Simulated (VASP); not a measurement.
Runs of VASP 6.6.1 on CuF. The structure is that of space group P6_3mc (No. 186), or close to it. The cells are those of the table. 

| level | cell | k mesh | gap on the mesh (eV) | pressure (GPa) | largest force (eV/Å) |
| --- | --- | --- | --- | --- | --- |
| r2SCAN | a = 2.762, b = 2.762, c = 6.653 Å, angles 90.0, 90.0, 120.0°, 4 atoms | 9 × 9 × 4 | 0.40 | 4.0 | 0.09 |
| PBE | a = 2.893, b = 2.893, c = 6.875 Å, angles 90.0, 90.0, 120.0°, 4 atoms | 9 × 9 × 4 | (a) | -2.3 | 0.02 |
| PBE | a = 2.836, b = 2.836, c = 6.739 Å, angles 90.0, 90.0, 120.0°, 4 atoms | 9 × 9 × 4 | 0.14 | 3.0 | 0.11 |
| r2SCAN | a = 2.733, b = 2.733, c = 6.584 Å, angles 90.0, 90.0, 120.0°, 4 atoms | 9 × 9 × 4 | 0.44 | 8.3 | 0.14 |
| PBE | a = 2.806, b = 2.806, c = 6.669 Å, angles 90.0, 90.0, 120.0°, 4 atoms | 9 × 9 × 4 | 0.17 | 6.6 | (b) |
| PBE | a = 2.864, b = 2.864, c = 6.808 Å, angles 90.0, 90.0, 120.0°, 4 atoms | 9 × 9 × 4 | 0.12 | 0.2 | 0.06 |
| PBE | a = 2.921, b = 2.921, c = 6.941 Å, angles 90.0, 90.0, 120.0°, 4 atoms | 9 × 9 × 4 | 0.09 | -4.3 | 0.02 |
| r2SCAN | a = 2.817, b = 2.817, c = 6.788 Å, angles 90.0, 90.0, 120.0°, 4 atoms | 9 × 9 × 4 | 0.34 | -2.6 | 0.01 |
| PBE | a = 2.790, b = 2.790, c = 6.721 Å, angles 90.0, 90.0, 120.0°, 4 atoms | 12 × 12 × 4 | 0.13 | 5.9 | 0.03 |
| r2SCAN | a = 2.844, b = 2.844, c = 6.853 Å, angles 90.0, 90.0, 120.0°, 4 atoms | 9 × 9 × 4 | 0.32 | -5.3 | - |
| r2SCAN | a = 2.790, b = 2.790, c = 6.721 Å, angles 90.0, 90.0, 120.0°, 4 atoms | 9 × 9 × 4 | 0.37 | 0.4 | 0.04 |

Alike in all rows: task single point; potentials or basis VASP PAW PBE potentials, release 64 (Cu, F); no spin polarisation; cutoff (eV) 520; smearing fermi-dirac 0.02 eV.

Question: Fill in the values left out.

Answer: (a) 0.11; (b) 0.16.

Caveats: the PAW data sets were made with another functional, which shifts forces and pressure a little (some runs).

A k mesh can miss the band edges.
